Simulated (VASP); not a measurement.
Wanted: the native input for a VASP 6.6.1 run.

```
Task                   : single point
Functional             : PBE
Potentials or basis    : VASP PAW PBE potentials, release 64 (Cd, S)
Cutoff                 : 520 eV
k mesh                 : 9 × 9 × 9
Occupations            : fermi-dirac, width 0.03 eV
Spin                   : no spin polarisation
Dipole correction      : no
Further INCAR settings : ALGO = Normal; EDIFF = 1e-07; NBANDS = 16
```

The structure of CdS lies in POSCAR:

```
CdS
1.0
    0.0000000000      2.8813293501      2.9682000000
    2.8813293501      0.0000000000      2.9682000000
    2.8813293501      2.8813293501      0.0000000000
Cd S
1 1
Direct
    0.0000000000      0.0000000000      0.0000000000
    0.7500000000      0.7500000000      0.7500000000
```

This cell differs from its parent crystal: z stretched by +2 % at fixed volume.

These files were run (other wordings do the same):

INCAR

```
PREC = Accurate
ENCUT = 520
EDIFF = 1E-7
ISMEAR = -1
SIGMA = 0.03
LREAL = False
LASPH = True
NELM = 100
ALGO = Normal
ISIF = 2
LWAVE = False
LCHARG = True
GGA = PE
LELF = True
LVHAR = True
NBANDS = 16
```

KPOINTS

```
regular mesh
0
Gamma
  9 9 9
```

Potentials or basis: VASP PAW PBE potentials, release 64 (Cd, S).

The run is started by

```console
$ cat potpaw_PBE.64/Cd/POTCAR potpaw_PBE.64/S/POTCAR > POTCAR
$ mpirun -np 1 vasp_std > vasp.out
```

Results of the run:

```
Pressure               : 3.6 GPa
Band gap on the k mesh : 1.13 eV, direct
```

Run time: 82 s on 1 thread of Intel Xeon 6975P-C, with other jobs on the host, peak memory 0.21 GiB.
